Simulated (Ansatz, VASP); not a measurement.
One calculation of BN, two programs

```
B N
1.0
     2.76207    0.00000    0.00000
    -1.38104    2.15498    0.00000
     0.00000    0.00000    5.78079
B N
2 2
Cartesian
  0.0000 1.5279 1.4452
  1.3810 0.6270 4.3356
  0.0000 1.3288 4.3356
  1.3810 0.8262 1.4452
```

Change from the starting cell: normal strain along x +0.1100, normal strain along z -0.1100.

Alike in both runs: functional LDA; k mesh 12 × 12 × 4; occupations gaussian, width 0.05 eV; no spin polarisation.

Ansatz relaxed the structure, and its values are those at the end. VASP's run is a single point on that final structure, the one shown.

```csv
,VASP,Ansatz
version,VASP 6.6.1,Ansatz 0.2.0
potentials or method,"VASP PAW LDA potentials, release 64 (B, N), cutoff 520 eV","scalar-relativistic, plane waves, PAW"
valence electrons in the cell,16,16
```

```tsv
	VASP	Ansatz	Ansatz less VASP
gap on the k mesh at the Fermi level (eV)	3.27	3.28	+0.009
least direct gap on the mesh (eV)	3.28	3.29	+0.008
pressure (GPa)	-31.3	-31.7	-0.45
rms of the force components (eV/Å)	0.010	0.001	-0.0090
```

Ansatz warns that its potentials were made for another functional, while VASP's fit it. LDA's correlation is that of Perdew and Zunger in VASP and of Perdew and Wang (1992) in Ansatz. Both programs put the cell under strong tension, so it lies far from rest at this level. Ansatz's warnings: stress scf threshold loose.

Noted on VASP's run: the cell as given lies far from equilibrium.
